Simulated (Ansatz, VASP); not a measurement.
Two plane-wave programs on SiC

```xyz
2
Lattice="0.0000 2.0875 2.0875 2.0875 0.0000 2.0875 2.0875 2.0875 0.0000" Properties=species:S:1:pos:R:3 pbc="T T T"
Si    0.0000    0.0000    0.0000
C     1.0438    1.0438    1.0438
```

Alike in both runs: task single point; functional PBEsol; k mesh 18 × 18 × 18; occupations gaussian, width 0.05 eV; no spin polarisation.

|  | VASP | Ansatz |
| --- | --- | --- |
| version | VASP 6.6.1 | Ansatz 0.2.0 |
| potentials or method | VASP PAW PBE potentials, release 64 (Si, C), cutoff 520 eV | scalar-relativistic, plane waves, PAW |
| valence electrons in the cell | 8 | 8 |

Ansatz gave:

```
gap on the k mesh at the Fermi level (eV) : 1.12
least direct gap on the mesh (eV)         : 4.58
```

Task: What did VASP give for the same quantities?

Result: gap on the k mesh at the Fermi level (eV): 1.11; least direct gap on the mesh (eV): 4.56.

VASP's potentials were made for PBE, not for PBEsol. The functional is the same, so the differences come from potentials, cutoffs and numerics.
